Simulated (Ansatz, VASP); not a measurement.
# SiO2 in VASP and in Ansatz

INCAR

```
PREC = Accurate ; ENCUT = 520
EDIFF = 1E-6 ; ISMEAR = -1
SIGMA = 0.03 ; LREAL = F
LASPH = T ; NELM = 100
ALGO = Normal ; ISIF = 2
LWAVE = F ; LCHARG = F
GGA = PE ; NBANDS = 25
```

Contents of KPOINTS:

```
Automatic mesh
0
Gamma
  7 7 7
```

File POSCAR:

```
SiO2
1.0
   -2.3740500000      2.3740500000      3.6691200000
    2.3740500000     -2.3740500000      3.6691200000
    2.3740500000      2.3740500000     -3.6691200000
Si O
2 4
Direct
    0.0000000000      0.0000000000      0.0000000000
    0.7500000000      0.2500000000      0.5000000000
    0.9983800000      0.6250000000      0.8733800000
    0.3750000000      0.2483800000      0.3733800000
    0.7516200000      0.1250000000      0.1266200000
    0.8750000000      0.0016200000      0.6266200000
```

Input for Ansatz:

```yaml
crystal:
  lattice:
    - [-2.37405, 2.37405, 3.66912]
    - [2.37405, -2.37405, 3.66912]
    - [2.37405, 2.37405, -3.66912]
  atoms:
    - { symbol: Si, position: [0.0, 0.0, 0.0] }
    - { symbol: Si, position: [0.75, 0.25, 0.5] }
    - { symbol: O, position: [0.99838, 0.625, 0.87338] }
    - { symbol: O, position: [0.375, 0.24838, 0.37338] }
    - { symbol: O, position: [0.75162, 0.125, 0.12662] }
    - { symbol: O, position: [0.875, 0.00162, 0.62662] }
kpoints:
  mp_grid: { grid: [7, 7, 7] }
  band_path:
    path:
      - [0.0, 0.0, 0.0]
      - [0.0, 0.0, 0.5]
      - [0.25, 0.25, 0.25]
      - [0.0, 0.5, 0.0]
      - [0.0, 0.0, 0.0]
      - [0.5, 0.5, -0.5]
      - [0.3546636558, 0.6453363442, -0.3546636558]
      - [-0.3546636558, 0.3546636558, 0.3546636558]
      - [0.0, 0.0, 0.0]
    npoints: 5
scf:
  occupations: { method: fermi_dirac, width: 0.03 }
hamiltonian:
  xc: pbe
  pseudopotentials: { kind: all_electron, lapw: { basis_error: 0.001 } }
output:
  forces: true
  stress: true
  eigenvalues: true
```

Change from the starting cell: zz strain of -2 %.

Alike in both runs: task single point; functional PBE; k mesh 7 × 7 × 7; occupations fermi-dirac, width 0.03 eV; no spin polarisation.

|  | VASP | Ansatz |
| --- | --- | --- |
| version | VASP 6.6.1 | Ansatz 0.2.0 |
| potentials or method | VASP PAW PBE potentials, release 64 (Si, O), cutoff 520 eV | all-electron LAPW, scalar-relativistic |

```tsv
	VASP	Ansatz	Ansatz less VASP
gap on the k mesh at the Fermi level (eV)	6.21	6.22	+0.008
pressure (GPa)	7.5	7.2	-0.21
traceless stress, the component that is largest in VASP (GPa)	-0.52	-0.57	-0.057
rms of the force components (eV/Å)	0.178	0.176	-0.0018
```

Atom by atom the forces differ by 0.002 eV/Å (rms over components). Ansatz ran all-electron here, and VASP with PAW potentials.
